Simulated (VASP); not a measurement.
Set up this calculation in VASP 6.6.1, as the native input.

```yaml
Task: single point
Functional: LDA
Potentials_or_basis: VASP PAW LDA potentials, release 64 (W_sv, C_h, F_h)
Cutoff: 1010 eV
k_mesh: 3 × 3 × 1
Occupations: fermi-dirac, width 0.1 eV
Spin: no spin polarisation
Dipole_correction: no
Further_INCAR_settings: LREAL = Auto; ALGO = Normal; EDIFF = 1e-06; NBANDS = 94; NELMDL = -8
```

The structure of W4C4F lies in POSCAR:

```
W4C4F
1.0
    5.7513400000      0.0000000000      0.0000000000
   -2.8756700000      4.9808070000      0.0000000000
    0.0000000000      0.0000000000     16.2257100000
W C F
8 8 2
Direct
    0.0000000000      0.0000000000      0.0616305900
   -0.0011112494     -0.0006158725      0.2339705735
   -0.0000000200      0.4999999500      0.0616305900
   -0.0011030720      0.4993846451      0.2339758724
    0.5000000000      0.0000000000      0.0616305900
    0.4967365131     -0.0016828892      0.2356703383
    0.4999999800      0.4999999500      0.0616305900
    0.4967034980      0.4982927860      0.2356844648
    0.3336076900      0.1667791582      0.1413908533
    0.3211990879      0.1605298658      0.3037811067
    0.3336152135      0.6667797876      0.1414106537
    0.3211991467      0.6605545886      0.3038024145
    0.8318651715      0.1659105273      0.1430030388
    0.8374183656      0.1687128167      0.3124375349
    0.8318509674      0.6659127595      0.1430151009
    0.8375337089      0.6686854689      0.3124597248
   -0.1782468169      0.1608751023      0.3931281086
   -0.1780965936     -0.3391130152      0.3931529736
```

The input as run:

INCAR

```
SYSTEM = W4C4F
ALGO = Normal
EDIFF = 1E-6
ENCUT = 1010
GGA_COMPAT = .FALSE.
ISIF = 2
ISMEAR = -1
LASPH = .TRUE.
LCHARG = .FALSE.
LREAL = Auto
LWAVE = .FALSE.
NBANDS = 94
NELM = 120
NELMDL = -8
PREC = Accurate
SIGMA = 0.1
```

KPOINTS

```
k-points
0
G
  3 3 1
  0 0 0
```

Potentials or basis: VASP PAW LDA potentials, release 64 (W_sv, C_h, F_h).

The run is started by

```bash
$ cat potpaw_LDA.64/W_sv/POTCAR potpaw_LDA.64/C_h/POTCAR potpaw_LDA.64/F_h/POTCAR > POTCAR
$ mpirun -np 1 vasp_std > vasp.out
```

Results of the run:

```json
{
  "Largest force": "0.181 eV/Å",
  "Band gap on the k mesh": "zero (bands 79 and 80 overlap by 0.98 eV)"
}
```

Caveat: the k points lie up to 0.42 Å⁻¹ apart, too coarse for converged energies and pressures of a metal; there is no dipole correction, which matters where the two faces differ; spin-orbit coupling is left out, which moves the levels of the heavy elements.

Run time: 31 min on 1 thread of Intel(R) Xeon(R) Platinum 8259CL CPU @ 2.50GHz (Skylake/Cascade Lake), on a shared host, peak memory 1 GiB.
